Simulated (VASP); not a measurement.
A run of VASP 6.6.1:

File INCAR:

```
SYSTEM = SrO
  PREC = Accurate
  ENCUT = 520
  EDIFF = 1E-6
  ISMEAR = 0
  SIGMA = 0.05
  LREAL = .False.
  LASPH = .True.
  NELM = 100
  ALGO = Normal
  ISIF = 2
  LWAVE = .False.
  LCHARG = .True.
  GGA = PE
  LELF = .True.
  LVHAR = .True.
  NBANDS = 15
```

Contents of KPOINTS:

```
Automatic mesh
0
Gamma
  8 8 8
  0 0 0
```

Contents of POSCAR:

```
SrO
1.0
    0.0000000000      2.5698000000      2.5698000000
    2.5698000000      0.0000000000      2.5698000000
    2.5698000000      2.5698000000      0.0000000000
Sr O
1 1
Direct
   -0.0364814382     -0.0364814382      0.0364814382
    0.5000000000      0.5000000000      0.5000000000
```

Potentials or basis: VASP PAW PBE potentials, release 64 (Sr_sv, O).

Launch:

```sh
$ cat potpaw_PBE.64/Sr_sv/POTCAR potpaw_PBE.64/O/POTCAR > POTCAR
$ mpirun -np 1 vasp_std > vasp.out
```

Hardware: 1 thread of Intel(R) Xeon(R) Platinum 8259CL CPU @ 2.50GHz (Skylake/Cascade Lake) (shared host).

Estimate the wall time of this run.

It took 28 s on 1 thread of Intel(R) Xeon(R) Platinum 8259CL CPU @ 2.50GHz (Skylake/Cascade Lake), with other jobs on the host, peak memory 0.18 GiB. Counts: scf iterations 13, k points 59.
